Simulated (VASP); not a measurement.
# W (Pbcm) in VASP: notebook, part 2 of 2

VASP 6.6.1.

### 5 Single point, PBEsol

INCAR

```
PREC = Accurate
ENCUT = 520
EDIFF = 1E-6
ISMEAR = 1
SIGMA = 0.1
LREAL = False
LASPH = True
NELM = 60
ALGO = Normal
ISIF = 2
LWAVE = False
LCHARG = True
GGA = PS
LELF = True
LVHAR = True
NBANDS = 36
```

KPOINTS

```
Automatic mesh
0
Gamma
  6 4 4
```

POSCAR

```
W
1.0
    2.8096620000      0.0000000000      0.0000000000
    0.0000000000      4.8638700000      0.0000000000
    0.0000000000      0.0000000000      4.9236950000
W
4
Direct
    0.7931720008      0.5631570005      0.2500000000
    0.2068279992      0.0631570005      0.2500000000
    0.2068279992      0.4368429995      0.7500000000
    0.7931720008      0.9368429995      0.7500000000
```

Potentials or basis: VASP PAW PBE potentials, release 64 (W_sv).

On the command line:

```
cat potpaw_PBE.64/W_sv/POTCAR > POTCAR
mpirun -np 1 vasp_std > vasp.out
```

OUTCAR:

```text
PREC = Accurate
   ENCUT = 520
   EDIFF = 1E-6
   ISMEAR = 1
   LREAL = False
   LASPH = True
   NELM = 60
   ISIF = 2
   GGA = PS

 ion  position               nearest neighbor table
   1  0.793  0.563  0.250-   2 2.70   2 2.70   3 2.79   3 2.79   2 2.94   2 2.94   3 3.03   3 3.03
                             4 3.06   4 3.06
   2  0.207  0.063  0.250-   1 2.70   1 2.70   4 2.79   4 2.79   1 2.94   1 2.94   4 3.03   4 3.03
                             3 3.06   3 3.06
   3  0.207  0.437  0.750-   4 2.70   4 2.70   1 2.79   1 2.79   4 2.94   4 2.94   1 3.03   1 3.03
                             2 3.06   2 3.06
   4  0.793  0.937  0.750-   3 2.70   3 2.70   2 2.79   2 2.79   3 2.94   3 2.94   2 3.03   2 3.03
                             1 3.06   1 3.06

  LATTYP: Found a simple orthorhombic cell.
 ALAT       =     2.8096620000
 B/A-ratio  =     1.7311228183
 C/A-ratio  =     1.7524154151

  Lattice vectors:

 A1 = (   2.8096620000,   0.0000000000,   0.0000000000)
 A2 = (   0.0000000000,   4.8638700000,   0.0000000000)
 A3 = (   0.0000000000,   0.0000000000,   4.9236950000)

Analysis of symmetry for initial positions (statically):
=====================================================================
 Subroutine PRICEL returns:
 Original cell was already a primitive cell.

 Routine SETGRP: Setting up the symmetry group for a
 simple orthorhombic supercell.

 Subroutine GETGRP returns: Found  8 space group operations
 (whereof  2 operations were pure point group operations)
 out of a pool of  8 trial point group operations.

The static configuration has the point symmetry S_2 .
 The point group associated with its full space group is D_2h.

Analysis of symmetry for dynamics (positions and initial velocities):
=====================================================================
 Subroutine PRICEL returns:
 Original cell was already a primitive cell.

 Routine SETGRP: Setting up the symmetry group for a
 simple orthorhombic supercell.

 Subroutine GETGRP returns: Found  8 space group operations
 (whereof  2 operations were pure point group operations)
 out of a pool of  8 trial point group operations.

The dynamic configuration has the point symmetry S_2 .
 The point group associated with its full space group is D_2h.

 Subroutine INISYM returns: Found  8 space group operations
 (whereof  2 operations are pure point group operations),
 and found     1 'primitive' translations

----------------------------------------------------------------------------------------

                                     Primitive cell

  volume of cell :      67.2864

  direct lattice vectors                    reciprocal lattice vectors
     2.809662000  0.000000000  0.000000000     0.355914697  0.000000000  0.000000000
     0.000000000  4.863870000  0.000000000     0.000000000  0.205597600  0.000000000
     0.000000000  0.000000000  4.923695000     0.000000000  0.000000000  0.203099501

  length of vectors
     2.809662000  4.863870000  4.923695000     0.355914697  0.205597600  0.203099501

  position of ions in fractional coordinates (direct lattice)
     0.793172001  0.563157000  0.250000000
     0.206827999  0.063157000  0.250000000
     0.206827999  0.436843000  0.750000000
     0.793172001  0.936843000  0.750000000

  ion indices of the primitive-cell ions
   primitive index   ion index
[... 23 lines left out ...]
  Shift w.r.t. Gamma in fractional coordinates (k-lattice)
     0.000000000  0.000000000  0.000000000

 Subroutine IBZKPT returns following result:
 ===========================================

 Found     36 irreducible k-points:

 Following reciprocal coordinates:
            Coordinates               Weight
  0.000000  0.000000  0.000000      1.000000
  0.166667  0.000000  0.000000      2.000000
  0.333333  0.000000  0.000000      2.000000
  0.500000  0.000000  0.000000      1.000000
  0.000000  0.250000  0.000000      2.000000
  0.166667  0.250000  0.000000      4.000000
[... 16 lines left out ...]
  0.333333  0.500000  0.250000      4.000000
  0.500000  0.500000  0.250000      2.000000
 [... further k-points ...]
   k-points           NKPTS =     36   k-points in BZ     NKDIM =     36   number of bands    NBANDS=     36
   number of dos      NEDOS =    301   number of ions     NIONS =      4
   total plane-waves  NPLWV =  34560
   dimension x,y,z NGX =    24 NGY =   36 NGZ =   40
   dimension x,y,z NGXF=    48 NGYF=   72 NGZF=   80
   ions per type =               4
   NGX,Y,Z   is equivalent  to a cutoff of  14.20, 12.30, 13.51 a.u.
   NGXF,Y,Z  is equivalent  to a cutoff of  28.40, 24.61, 27.01 a.u.
 SYSTEM =  unknown system
   PREC   = accura    normal or accurate (medium, high low for compatibility)
   ISTART =      0    job   : 0-new  1-cont  2-samecut
   ICHARG =      2    charge: 1-file 2-atom 10-const
   ISPIN  =      1    spin polarized calculation?
   LNONCOLLINEAR =      F non collinear calculations
   LSORBIT =      F    spin-orbit coupling
   LASPH  =      T    aspherical Exc in radial PAW
   ENCUT  =  520.0 eV  38.22 Ry    6.18 a.u.   5.22  9.04  9.15*2*pi/ulx,y,z
   NELM   =     60;   NELMIN=  2; NELMDL= -5     # of ELM steps
   EDIFF  = 0.1E-05   stopping-criterion for ELM
   LREAL  =      F    real-space projection
   EDIFFG = 0.1E-04   stopping-criterion for IOM
   NSW    =      0    number of steps for IOM
   IBRION =     -1    ionic relax: 0-MD 1-quasi-New 2-CG
   NFREE  =      0    steps in history (QN), initial steepest desc. (CG)
   ISIF   =      2    stress and relaxation
   ISYM   =      2    0-nonsym 1-usesym 2-fastsym
   POTIM  = 0.5000    time-step for ionic-motion
   TEBEG  =    0.0;   TEEND  =   0.0 temperature during run
   PSTRESS=    0.0 pullay stress
   NELECT =      56.0000    total number of electrons
   NUPDOWN=      -1.0000    fix difference up-down
   EMIN   =  10.00;   EMAX   =-10.00  energy-range for DOS
   EFERMI =   0.00;   METHOD = LEGACY
   ISMEAR =     1;   SIGMA  =   0.10  broadening in eV -4-tet -1-fermi 0-gaus
   EFERMI_NEDOS =   21; number of points for ismear=-14 and -15
   IALGO  =     38    algorithm
   IMIX   =      4    mixing-type and parameters
     AMIX     =   0.40;   BMIX     =  1.00
     AMIX_MAG =   1.60;   BMIX_MAG =  1.00
  volume/ion in A,a.u.               =      16.82       113.52
  Fermi-wavevector in a.u.,A,eV,Ry     =   1.539909  2.910006 32.263772  2.371320
  Thomas-Fermi vector in A             =   2.646071
   LORBIT       =      0    0 simple, 1 ext, 2 COOP (PROOUT), +10 PAW based schemes
   GGA     = PS    functional components
   LHFCALC =     F    Hartree Fock is set to
   AEXX    =    0.0000 exact exchange contribution
   IVDW    =     0    specifies the selected vdW correction
   LEPSILON=     F    determine dielectric tensor
   LRPA    =     F    only Hartree local field effects (RPA)
 non-spin polarized calculation
 Methfessel and Paxton  Order N= 1 SIGMA  =   0.10
  energy-cutoff  :      520.00
  volume of cell :       67.29
 maximum number of plane-waves:      1840
 NGX is ok and might be reduce to    24
   NGX = 11   NGY = 19   NGZ = 19

 number of electron      56.0000011 magnetization

 Free energy of the ion-electron system (eV)
  ---------------------------------------------------
  ext. energy  EPLUGINS =         0.00000000
  ---------------------------------------------------
  free energy    TOTEN  =       -53.04283762 eV

  energy without entropy =      -53.03859992  energy(sigma->0) =      -53.04142505

 E-fermi :  10.1060     XC(G=0): -13.3997

 val. band max:       10.1029052391   @ k =   0.1667   0.2500   0.0000
 cond. band min:      10.1087866343   @ k =   0.1667   0.0000   0.0000
 fundamental gap:      0.0058813952
 Fermi energy:        10.1060027769

 k-point     1 :       0.0000    0.0000    0.0000
  band No.  band energies     occupation
      1     -63.6854      2.00000
      2     -63.6084      2.00000
      3     -63.5753      2.00000
      4     -63.5267      2.00000
      5     -28.4526      2.00000
      6     -28.4056      2.00000
[... 925 lines left out ...]
     35      15.4289      0.00000
     36      15.4289      0.00000

 [... further k-points ...]
[... 5 lines left out ...]
  --------------------------------------------------------------------------------------
  -------------------------------------------------------------------------------------
  Total       -4.0216580     -4.9814482     -3.6344857     -0.0000000      0.0000000      0.0000000
  in kB      -95.7609705   -118.6148377    -86.5418893     -0.0000000      0.0000000      0.0000000
  external PRESSURE =    -100.3058991 kB  Pullay stress =       0.0000000 kB

 VOLUME and BASIS-vectors are now :
 -----------------------------------------------------------------------------
  energy-cutoff  :      520.00
  volume of cell :       67.29
      direct lattice vectors                 reciprocal lattice vectors
     2.809662000  0.000000000  0.000000000     0.355914697  0.000000000  0.000000000
     0.000000000  4.863870000  0.000000000     0.000000000  0.205597600  0.000000000
     0.000000000  0.000000000  4.923695000     0.000000000  0.000000000  0.203099501

 POSITION                                       TOTAL-FORCE (eV/Angst)
 -----------------------------------------------------------------------------------
      2.22855      2.73912      1.23092         0.001424      0.047290      0.000000
      0.58112      0.30719      1.23092        -0.001424      0.047290     -0.000000
      0.58112      2.12475      3.69277        -0.001424     -0.047290      0.000000
      2.22855      4.55668      3.69277         0.001424     -0.047290      0.000000
 -----------------------------------------------------------------------------------
    total drift:                                0.000000      0.000000      0.000000

  FREE ENERGIE OF THE ION-ELECTRON SYSTEM (eV)
  ---------------------------------------------------
  free  energy   TOTEN  =       -53.0428376166 eV

  energy  without entropy=      -53.0385999232  energy(sigma->0) =      -53.04142505
```

stdout:

```text
POSCAR found type information on POSCAR W
 POSCAR found :  1 types and       4 ions
 scaLAPACK will be used
 -----------------------------------------------------------------------------
|                                                                             |
|                                                                             |
|     You enforced a specific xc type in the INCAR file but a different       |
|     I HOPE YOU KNOW WHAT YOU ARE DOING!                                     |
|                                                                             |
 -----------------------------------------------------------------------------

 LDA part: xc-table for (Slater+PW92), standard interpolation
 POSCAR, INCAR and KPOINTS ok, starting setup
 FFT: planning ... GRIDC
 FFT: planning ... GRID_SOFT
 FFT: planning ... GRID
 WAVECAR not read
 entering main loop
```

Wall time 59 s (1 thread of Intel Xeon Platinum 8488C (Sapphire Rapids), shared host); peak memory 0.21 GiB.

What came out:

```yaml
Free_energy: -53.0428 eV
Pressure: -10.0 GPa
Largest_force: 0.047 eV/Å
Band_gap_on_the_k_mesh: zero (band 28 reaches 10.81 eV, above the bottom of band 29 at 9.84 eV)
```

Forces on the atoms (eV/Å):
```
W    0.001  0.047  0.000
W   -0.001  0.047  0.000
W   -0.001 -0.047  0.000
W    0.001 -0.047  0.000
```

Caveat: the k points lie up to 0.37 Å⁻¹ apart; the PAW data sets were made with another functional, which shifts forces and pressure a little; spin-orbit coupling is left out, which moves the levels of the heavy elements.

### 6 Single point, PBEsol

INCAR

```
SYSTEM = W
ALGO = Normal
EDIFF = 1E-6
ENCUT = 520
GGA = PS
ISIF = 2
ISMEAR = 1
LASPH = .True.
LCHARG = .False.
LREAL = .False.
LWAVE = .False.
NBANDS = 36
NELM = 80
PREC = Accurate
SIGMA = 0.1
```

KPOINTS

```
k-points
0
Gamma
  7 4 4
  0 0 0
```

POSCAR is that of step 5.

Potentials or basis: VASP PAW PBE potentials, release 64 (W_sv).

On the command line:

```
cat potpaw_PBE.64/W_sv/POTCAR > POTCAR
mpirun -np 1 vasp_std > vasp.out
```

Wall time 45 s (1 thread of Intel Xeon Platinum 8488C (Sapphire Rapids), shared host); peak memory 0.21 GiB.

It converged, with:

```
Free energy            : -53.0815 eV
Pressure               : -10.2 GPa
Largest force          : 0.103 eV/Å
Band gap on the k mesh : zero (band 28 reaches 10.59 eV, above the bottom of band 29 at 9.68 eV)
```

Forces on the atoms (eV/Å):
```
W    0.102 -0.004  0.000
W   -0.102 -0.004  0.000
W   -0.102  0.004  0.000
W    0.102  0.004  0.000
```

Stress tensor (GPa, compression positive):
```
-11.57   0.00   0.00
  0.00  -9.33   0.00
  0.00   0.00  -9.55
```

Levels at points of the mesh, in eV from the Fermi level:
```
           k point  band 25  band 26  band 27  band 28  band 29  band 30  band 31  band 32
(0.00, 0.00, 0.00)    -0.42    -0.35    -0.33    -0.30    -0.28    -0.13     0.57     1.56
(0.00, 0.50, 0.00)    -1.43    -1.43     0.34     0.34     0.38     0.38     0.86     0.86
(0.00, 0.00, 0.50)    -0.77    -0.77    -0.10    -0.10     0.69     0.69     1.79     1.79
(0.00, 0.50, 0.50)    -1.14    -1.14    -1.14    -1.14     1.69     1.69     1.69     1.69
```

Caveat: the PAW data sets were made with another functional, which shifts forces and pressure a little; spin-orbit coupling is left out, which moves the levels of the heavy elements.

### 7 Overview

```csv
k mesh,gap on the mesh (eV),pressure (GPa),largest force (eV/Å)
3 × 2 × 2,none,-7.9,0.18
4 × 3 × 3,none,-10.7,0.37
5 × 3 × 3,none,-9.8,0.55
6 × 4 × 4,none,-10.0,0.05
7 × 4 × 4,none,-10.2,0.10
```

Alike in all rows: task single point; level PBEsol; potentials or basis VASP PAW PBE potentials, release 64 (W_sv); no spin polarisation; cell as given; cutoff (eV) 520; smearing methfessel-paxton 0.1 eV.

Caveats: some runs use coarse meshes; the PAW data sets were made with another functional, which shifts forces and pressure a little; spin-orbit coupling is left out, which moves the levels of the heavy elements.

Total energies depend on the potentials used, so only differences within one code and one set of settings carry meaning.
